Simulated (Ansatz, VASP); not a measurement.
BaP: VASP beside Ansatz

```
Ba P
1.0
     3.91394    0.00000    0.00000
     0.00000    3.91394    0.00000
     0.00000    0.00000    3.91394
Ba P
1 1
Direct
  0.00000 0.00000 0.00000
  0.50000 0.50000 0.50000
```

Change from the starting cell: species swapped into the TiRu type (Pm-3m, No. 221).

Alike in both runs: functional PBE; k mesh 14 × 14 × 14; occupations gaussian, width 0.1 eV; no spin polarisation.

Ansatz relaxed the structure, and its values are those at the end. VASP's run is a single point on that final structure, the one shown.

|  | VASP | Ansatz |
| --- | --- | --- |
| version | VASP 6.6.1 | Ansatz 0.2.0 |
| potentials or method | VASP PAW PBE potentials, release 64 (Ba_sv, P), cutoff 520 eV | scalar-relativistic, plane waves, PAW |
| valence electrons in the cell | 15 | 15 |

```tsv
	VASP	Ansatz	Ansatz less VASP
gap on the k mesh at the Fermi level (eV)	none	none	-
pressure (GPa)	0.7	0.0	-0.72
```

A gap of «none» marks a metal or a gap that the smearing closes.

Spin-orbit coupling is off throughout.
